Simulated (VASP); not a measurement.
# NaI in VASP: further runs

Runs on NaI. Level: r2SCAN. Tasks: single point.

All numbers are computed with VASP 6.6.1; they aren't measurements. Logs are shortened: lines on timing, memory, paths and dates and some standing lists are left out, and cuts for length are marked.

**1. The cell of the first run**

Symmetry: I4/mmm, No. 139, tetragonal system. Conventional cell: a = 4.573 Å, b = 4.573 Å, c = 6.434 Å, α = 90.00°, β = 90.00°, γ = 90.00°. Within 4.2 Å of Na (site symmetry 4/mmm) lie 6 I at 3.22 to 3.23 Å. Within 4.2 Å of I (site symmetry 4/mmm) lie 6 Na at 3.22 to 3.23 Å.

**2. Single point, r2SCAN (z stretched by -0.5 %, x and y held)**

Input file POSCAR:

```
NaI
1.0
    0.0000000000      3.2333530289      3.2171862638
    3.2333530289      0.0000000000      3.2171862638
    3.2333530289      3.2333530289      0.0000000000
Na I
1 1
Direct
    0.0000000000      0.0000000000      0.0000000000
    0.5000000000      0.5000000000      0.5000000000
```

Input file INCAR.step1:

```
PREC = Accurate
ENCUT = 520
ISMEAR = 0
SIGMA = 0.01
LREAL = F
LASPH = T
NELM = 100
NBANDS = 14
GGA = PE
ALGO = Normal
EDIFF = 1E-4
LWAVE = T
LCHARG = F
```

Input file INCAR.step2:

```
PREC = Accurate
ENCUT = 520
EDIFF = 1E-6
ISMEAR = 0
SIGMA = 0.01
LREAL = F
LASPH = T
NELM = 100
ALGO = Normal
ISIF = 2
LWAVE = F
LCHARG = T
METAGGA = R2SCAN
LMIXTAU = T
LELF = T
LVHAR = T
NBANDS = 14
ISTART = 1
```

Input file KPOINTS:

```
Automatic mesh
0
Gamma
  6 6 6
```

Potentials or basis: VASP PAW PBE potentials, release 64 (Na_pv, I).

Launch:

```
cat potpaw_PBE.64/Na_pv/POTCAR potpaw_PBE.64/I/POTCAR > POTCAR
cp INCAR.step1 INCAR
mpirun -np 1 vasp_std > vasp.out
cp INCAR.step2 INCAR
mpirun -np 1 vasp_std > vasp.out
```

OUTCAR:

```text
PREC = Accurate
   ENCUT = 520
   EDIFF = 1E-6
   ISMEAR = 0
   LREAL = F
   LASPH = T
   NELM = 100
   ISIF = 2
   METAGGA = R2SCAN
   ISTART = 1

 ion  position               nearest neighbor table
   1  0.000  0.000  0.000-
   2  0.500  0.500  0.500-

  LATTYP: Found a body centered tetragonal cell.
 ALAT       =     4.5726517054
 C/A-ratio  =     1.4071424946

  Lattice vectors:

 A1 = (   0.0000000000,  -3.2333530289,  -3.2171862638)
 A2 = (   0.0000000000,   3.2333530289,  -3.2171862638)
 A3 = (   3.2333530289,   0.0000000000,   3.2171862638)

Analysis of symmetry for initial positions (statically):
=====================================================================
 Subroutine PRICEL returns:
 Original cell was already a primitive cell.

 Routine SETGRP: Setting up the symmetry group for a
 body centered tetragonal supercell.

 Subroutine GETGRP returns: Found 16 space group operations
 (whereof 16 operations were pure point group operations)
 out of a pool of 16 trial point group operations.

The static configuration has the point symmetry D_4h.

Analysis of symmetry for dynamics (positions and initial velocities):
=====================================================================
 Subroutine PRICEL returns:
 Original cell was already a primitive cell.

 Routine SETGRP: Setting up the symmetry group for a
 body centered tetragonal supercell.

 Subroutine GETGRP returns: Found 16 space group operations
 (whereof 16 operations were pure point group operations)
 out of a pool of 16 trial point group operations.

The dynamic configuration has the point symmetry D_4h.

 Subroutine INISYM returns: Found 16 space group operations
 (whereof 16 operations are pure point group operations),
 and found     1 'primitive' translations

----------------------------------------------------------------------------------------

                                     Primitive cell

  volume of cell :      67.2686

  direct lattice vectors                    reciprocal lattice vectors
     0.000000000  3.233353029  3.217186264    -0.154638233  0.154638233  0.155415310
     3.233353029  0.000000000  3.217186264     0.154638233 -0.154638233  0.155415310
     3.233353029  3.233353029  0.000000000     0.154638233  0.154638233 -0.155415310

  length of vectors
     4.561234402  4.561234402  4.572651705     0.268290672  0.268290672  0.268290672

  position of ions in fractional coordinates (direct lattice)
     0.000000000  0.000000000  0.000000000
     0.500000000  0.500000000  0.500000000

  ion indices of the primitive-cell ions
   primitive index   ion index
                 1           1
                 2           2

----------------------------------------------------------------------------------------

 KPOINTS: Automatic mesh

Automatic generation of k-mesh.
 Grid dimensions read from file:
 generate k-points for:    6    6    6

 Generating k-lattice:

  Cartesian coordinates                     Fractional coordinates (reciprocal lattice)
    -0.025773039  0.025773039  0.025902552     0.166666667  0.000000000  0.000000000
     0.025773039 -0.025773039  0.025902552     0.000000000  0.166666667  0.000000000
     0.025773039  0.025773039 -0.025902552    -0.000000000 -0.000000000  0.166666667

  Length of vectors
     0.044715112  0.044715112  0.044715112

  Shift w.r.t. Gamma in fractional coordinates (k-lattice)
     0.000000000  0.000000000  0.000000000

 Subroutine IBZKPT returns following result:
 ===========================================

 Found     30 irreducible k-points:

 Following reciprocal coordinates:
            Coordinates               Weight
  0.000000  0.000000  0.000000      1.000000
  0.166667  0.000000  0.000000      8.000000
  0.333333  0.000000  0.000000      8.000000
  0.500000  0.000000  0.000000      4.000000
  0.166667  0.166667  0.000000      2.000000
  0.333333  0.166667  0.000000      8.000000
[... 16 lines left out ...]
  0.333333  0.000000  0.333333      4.000000
  0.500000  0.000000  0.333333     16.000000
 [... further k-points ...]
   k-points           NKPTS =     30   k-points in BZ     NKDIM =     30   number of bands    NBANDS=     14
   number of dos      NEDOS =    301   number of ions     NIONS =      2
   total plane-waves  NPLWV =  46656
   dimension x,y,z NGX =    36 NGY =   36 NGZ =   36
   dimension x,y,z NGXF=    72 NGYF=   72 NGZF=   72
   ions per type =               1   1
   NGX,Y,Z   is equivalent  to a cutoff of  13.12, 13.12, 13.09 a.u.
   NGXF,Y,Z  is equivalent  to a cutoff of  26.24, 26.24, 26.18 a.u.
 SYSTEM =  unknown system
   PREC   = accura    normal or accurate (medium, high low for compatibility)
   ISTART =      1    job   : 0-new  1-cont  2-samecut
   ICHARG =      0    charge: 1-file 2-atom 10-const
   ISPIN  =      1    spin polarized calculation?
   LNONCOLLINEAR =      F non collinear calculations
   LSORBIT =      F    spin-orbit coupling
   LASPH  =      T    aspherical Exc in radial PAW
   ENCUT  =  520.0 eV  38.22 Ry    6.18 a.u.   8.48  8.48  8.50*2*pi/ulx,y,z
   NELM   =    100;   NELMIN=  2; NELMDL=  0     # of ELM steps
   EDIFF  = 0.1E-05   stopping-criterion for ELM
   LREAL  =      F    real-space projection
   EDIFFG = 0.1E-04   stopping-criterion for IOM
   NSW    =      0    number of steps for IOM
   IBRION =     -1    ionic relax: 0-MD 1-quasi-New 2-CG
   NFREE  =      0    steps in history (QN), initial steepest desc. (CG)
   ISIF   =      2    stress and relaxation
   ISYM   =      2    0-nonsym 1-usesym 2-fastsym
   POTIM  = 0.5000    time-step for ionic-motion
   TEBEG  =    0.0;   TEEND  =   0.0 temperature during run
   PSTRESS=    0.0 pullay stress
   NELECT =      14.0000    total number of electrons
   NUPDOWN=      -1.0000    fix difference up-down
   EMIN   =  10.00;   EMAX   =-10.00  energy-range for DOS
   EFERMI =   0.00;   METHOD = LEGACY
   ISMEAR =     0;   SIGMA  =   0.01  broadening in eV -4-tet -1-fermi 0-gaus
   EFERMI_NEDOS =   21; number of points for ismear=-14 and -15
   IALGO  =     38    algorithm
   IMIX   =      4    mixing-type and parameters
     AMIX     =   0.40;   BMIX     =  1.00
     AMIX_MAG =   1.60;   BMIX_MAG =  1.00
  volume/ion in A,a.u.               =      33.63       226.98
  Fermi-wavevector in a.u.,A,eV,Ry     =   0.970167  1.833351 12.806142  0.941225
  Thomas-Fermi vector in A             =   2.100280
   LORBIT       =      0    0 simple, 1 ext, 2 COOP (PROOUT), +10 PAW based schemes
   METAGGA = R2SCAN    functional components
   LHFCALC =     F    Hartree Fock is set to
   AEXX    =    0.0000 exact exchange contribution
   IVDW    =     0    specifies the selected vdW correction
   LEPSILON=     F    determine dielectric tensor
   LRPA    =     F    only Hartree local field effects (RPA)
 non-spin polarized calculation
 Gauss-broadening in eV      SIGMA  =   0.01
  energy-cutoff  :      520.00
  volume of cell :       67.27
 maximum number of plane-waves:      1837
 NGX is ok and might be reduce to    36
   NGX = 17   NGY = 17   NGZ = 17

 number of electron      13.9999995 magnetization

 Free energy of the ion-electron system (eV)
  ---------------------------------------------------
  ext. energy  EPLUGINS =         0.00000000
  ---------------------------------------------------
  free energy    TOTEN  =       -31.08570831 eV

  energy without entropy =      -31.08570831  energy(sigma->0) =      -31.08570831

 E-fermi :   0.6648     XC(G=0):  -8.1022

 val. band max:        0.5369596277   @ k =   0.0000   0.0000   0.0000
 cond. band min:       4.9980165078   @ k =   0.0000   0.0000   0.0000
 fundamental gap:      4.4610568801
 Fermi energy:         0.6647510609

 k-point     1 :       0.0000    0.0000    0.0000
  band No.  band energies     occupation
      1     -22.7082      2.00000
      2     -22.7080      2.00000
      3     -22.7076      2.00000
      4     -10.8315      2.00000
      5       0.5310      2.00000
      6       0.5370      2.00000
      7       0.5370      2.00000
      8       4.9980      0.00000
      9       8.9987      0.00000
     10       8.9987      0.00000
     11       9.0315      0.00000
     12      10.8461      0.00000
     13      10.9018      0.00000
     14      11.6595      0.00000

 k-point     2 :       0.1667    0.0000    0.0000
  band No.  band energies     occupation
      1     -22.7092      2.00000
      2     -22.7083      2.00000
      3     -22.7078      2.00000
      4     -10.7513      2.00000
      5      -0.1834      2.00000
      6       0.4541      2.00000
      7       0.4546      2.00000
      8       5.7820      0.00000
      9       8.5560      0.00000
     10       9.2160      0.00000
     11       9.2462      0.00000
     12      10.4087      0.00000
     13      10.4405      0.00000
     14      12.2783      0.00000

 k-point     3 :       0.3333    0.0000    0.0000
  band No.  band energies     occupation
      1     -22.7118      2.00000
      2     -22.7084      2.00000
      3     -22.7079      2.00000
      4     -10.5810      2.00000
      5      -1.2402      2.00000
      6       0.3006      2.00000
      7       0.3065      2.00000
      8       6.2970      0.00000
      9       8.8425      0.00000
     10       8.8844      0.00000
     11       9.3748      0.00000
     12      11.4938      0.00000
     13      11.4996      0.00000
     14      11.5722      0.00000

 k-point     4 :       0.5000    0.0000    0.0000
  band No.  band energies     occupation
      1     -22.7132      2.00000
      2     -22.7085      2.00000
      3     -22.7080      2.00000
      4     -10.4902      2.00000
      5      -1.6784      2.00000
      6       0.2284      2.00000
      7       0.2371      2.00000
      8       6.2310      0.00000
      9       8.5915      0.00000
     10       8.6322      0.00000
     11      10.3733      0.00000
     12      11.6145      0.00000
     13      13.4951      0.00000
     14      13.5307      0.00000

 k-point     5 :       0.1667    0.1667    0.0000
  band No.  band energies     occupation
      1     -22.7088      2.00000
      2     -22.7085      2.00000
      3     -22.7084      2.00000
      4     -10.7250      2.00000
      5      -0.1806      2.00000
      6       0.3146      2.00000
      7       0.3146      2.00000
      8       6.0838      0.00000
      9       7.9835      0.00000
     10       9.2995      0.00000
     11       9.6775      0.00000
[... 276 lines left out ...]
 k-point    22 :      -0.3333    0.5000    0.1667
  band No.  band energies     occupation
      1     -22.7110      2.00000
      2     -22.7103      2.00000
      3     -22.7098      2.00000
      4     -10.3960      2.00000
      5      -1.1842      2.00000
      6      -0.6086      2.00000
      7      -0.3654      2.00000
      8       6.6296      0.00000
      9       7.5310      0.00000
     10       9.8000      0.00000
     11       9.9435      0.00000
     12      13.1609      0.00000
     13      13.9430      0.00000
     14      13.9935      0.00000

 k-point    23 :       0.3333    0.0000    0.3333
  band No.  band energies     occupation
      1     -22.7111      2.00000
      2     -22.7093      2.00000
      3     -22.7089      2.00000
      4     -10.5140      2.00000
      5      -1.0907      2.00000
      6      -0.0715      2.00000
      7      -0.0540      2.00000
      8       6.3453      0.00000
      9       6.9200      0.00000
     10       9.5668      0.00000
     11      11.3036      0.00000
     12      11.3480      0.00000
     13      12.0618      0.00000
     14      15.5094      0.00000

 k-point    24 :       0.5000    0.0000    0.3333
  band No.  band energies     occupation
      1     -22.7116      2.00000
      2     -22.7098      2.00000
      3     -22.7091      2.00000
      4     -10.4283      2.00000
      5      -1.2816      2.00000
      6      -0.4531      2.00000
      7      -0.1245      2.00000
      8       6.2906      0.00000
      9       7.2287      0.00000
     10       9.8772      0.00000
     11      10.8252      0.00000
     12      12.3365      0.00000
     13      13.7352      0.00000
     14      14.6258      0.00000

 [... further k-points ...]
[... 5 lines left out ...]
  --------------------------------------------------------------------------------------
  -------------------------------------------------------------------------------------
  Total       -0.0394148     -0.0394148      0.0212922      0.0000000     -0.0000000      0.0000000
  in kB       -0.9387654     -0.9387654      0.5071287      0.0000000     -0.0000000      0.0000000
  external PRESSURE =      -0.4568007 kB  Pullay stress =       0.0000000 kB

 VOLUME and BASIS-vectors are now :
 -----------------------------------------------------------------------------
  energy-cutoff  :      520.00
  volume of cell :       67.27
      direct lattice vectors                 reciprocal lattice vectors
     0.000000000  3.233353029  3.217186264    -0.154638233  0.154638233  0.155415310
     3.233353029  0.000000000  3.217186264     0.154638233 -0.154638233  0.155415310
     3.233353029  3.233353029  0.000000000     0.154638233  0.154638233 -0.155415310

 POSITION                                       TOTAL-FORCE (eV/Angst)
 -----------------------------------------------------------------------------------
      0.00000      0.00000      0.00000        -0.000000      0.000000      0.000000
      3.23335      3.23335      3.21719         0.000000     -0.000000      0.000000
 -----------------------------------------------------------------------------------
    total drift:                                0.000000      0.000000      0.000000

  FREE ENERGIE OF THE ION-ELECTRON SYSTEM (eV)
  ---------------------------------------------------
  free  energy   TOTEN  =       -31.0857083099 eV

  energy  without entropy=      -31.0857083099  energy(sigma->0) =      -31.08570831
```

Wall time 94 s (1 thread of AMD EPYC 9R45 (Zen 5), shared host); peak memory 0.19 GiB.

What came out:

| Quantity | Value |
| --- | --- |
| Free energy | -31.0857 eV |
| Pressure | 0.0 GPa |
| Band gap on the k mesh | 4.46 eV |

Caveat: the cell differs from its parent crystal (z stretched by -0.5 %, x and y held); the PAW data sets were made with another functional, which shifts forces and pressure a little; spin-orbit coupling is left out, which moves the levels of the heavy elements.

(Part 1 of 2 ends here.)
